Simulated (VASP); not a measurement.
Si16H5F, 22 atoms in the cell. The cell holds a slab with vacuum, 22 atoms: a = 7.679 Å, b = 7.679 Å, c = 16.419 Å, α = 90.00°, β = 90.00°, γ = 60.00°. 

* Program: VASP 6.6.1
* Task: single point
* Functional: PBE
* Dispersion: D3(BJ)
* Potentials or basis: VASP PAW PBE potentials, release 64 (H, Si, F)
* Cutoff: 520 eV
* k mesh: 2 × 2 × 1
* Occupations: gaussian, width 0.02 eV
* Spin: no spin polarisation
* Dipole correction: no
* Further INCAR settings: LREAL = Auto; ALGO = Normal; EDIFF = 1e-06; NBANDS = 55

Potentials or basis: VASP PAW PBE potentials, release 64 (H, Si, F).

Run with:

```console
$ cat potpaw_PBE.64/H/POTCAR potpaw_PBE.64/Si/POTCAR potpaw_PBE.64/F/POTCAR > POTCAR
$ mpirun -np 1 vasp_std > vasp.out
```

Hardware: 1 thread of Intel(R) Xeon(R) Platinum 8259CL CPU @ 2.50GHz (Skylake/Cascade Lake), on a shared host.

Estimate the wall time of this run.

Wall time 8.7 min on 1 thread of Intel(R) Xeon(R) Platinum 8259CL CPU @ 2.50GHz (Skylake/Cascade Lake) (shared host), peak memory 0.88 GiB. Counts: scf iterations 23, k points 4.
